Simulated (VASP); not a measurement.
Wanted: the native input for a VASP 6.6.1 run.

- Task: single point
- Functional: r2SCAN
- Potentials or basis: VASP PAW PBE potentials, release 64 (Be, Te)
- Cutoff: 520 eV
- k mesh: 8 × 8 × 8
- Occupations: gaussian, width 0.01 eV
- Spin: non-collinear spin, zero start, spin-orbit coupling
- Starting moments: [[0.0, 0.0, 0.0], [0.0, 0.0, 0.0]] μB
- Dipole correction: no
- Further INCAR settings: ALGO = Normal; EDIFF = 1e-06; NBANDS = 20

Crystal: BeTe.

```
Be Te
1.0
     0.00000    2.91348    2.91348
     2.91348    0.00000    2.91348
     2.91348    2.91348    0.00000
Be Te
1 1
Cartesian
  0.0000 0.0000 0.0000
  1.4567 1.4567 1.4567
```

This cell differs from its parent crystal: strain +3.0%.

One way to write it, as run:

POSCAR

```
BeTe
1.0
    0.0000000000      2.9134823342      2.9134823342
    2.9134823342      0.0000000000      2.9134823342
    2.9134823342      2.9134823342      0.0000000000
Be Te
1 1
Direct
    0.0000000000      0.0000000000      0.0000000000
    0.2500000000      0.2500000000      0.2500000000
```

INCAR.step1

```
  PREC = Accurate
  ENCUT = 520
  ISMEAR = 0
  SIGMA = 0.01
  LREAL = F
  LASPH = T
  NELM = 150
  MAGMOM = 0 0 0 0 0 0
  LSORBIT = T
  GGA_COMPAT = F
  NBANDS = 20
  GGA = PE
  ALGO = Normal
  EDIFF = 1E-4
  LWAVE = T
  LCHARG = F
```

INCAR.step2

```
  PREC = Accurate
  ENCUT = 520
  EDIFF = 1E-6
  ISMEAR = 0
  SIGMA = 0.01
  LREAL = F
  LASPH = T
  NELM = 150
  ALGO = Normal
  ISIF = 2
  LWAVE = F
  LCHARG = T
  MAGMOM = 0 0 0 0 0 0
  LORBIT = 11
  LSORBIT = T
  GGA_COMPAT = F
  LORBMOM = T
  METAGGA = R2SCAN
  LMIXTAU = T
  LVHAR = T
  NBANDS = 20
  ISTART = 1
```

KPOINTS

```
Automatic mesh
0
Gamma
  8 8 8
```

Potentials or basis: VASP PAW PBE potentials, release 64 (Be, Te).

Run with:

```bash
$ cat potpaw_PBE.64/Be/POTCAR potpaw_PBE.64/Te/POTCAR > POTCAR
$ cp INCAR.step1 INCAR
$ mpirun -np 1 vasp_ncl > vasp.out
$ cp INCAR.step2 INCAR
$ mpirun -np 1 vasp_ncl > vasp.out
```

It gave:

```yaml
Pressure: -4.3 GPa
Net_moment: 0.00 μB per cell
Valence_electrons_inside_the_program's_atomic_spheres: Be 0.82; Te 3.51
```

Caveat: the cell differs from its parent crystal (strain +3.0%); the PAW data sets were made with another functional, which shifts forces and pressure a little.

It took 2.9 min on 1 thread of Intel(R) Xeon(R) 6975P-C (Granite Rapids) (shared host), peak memory 0.39 GiB.
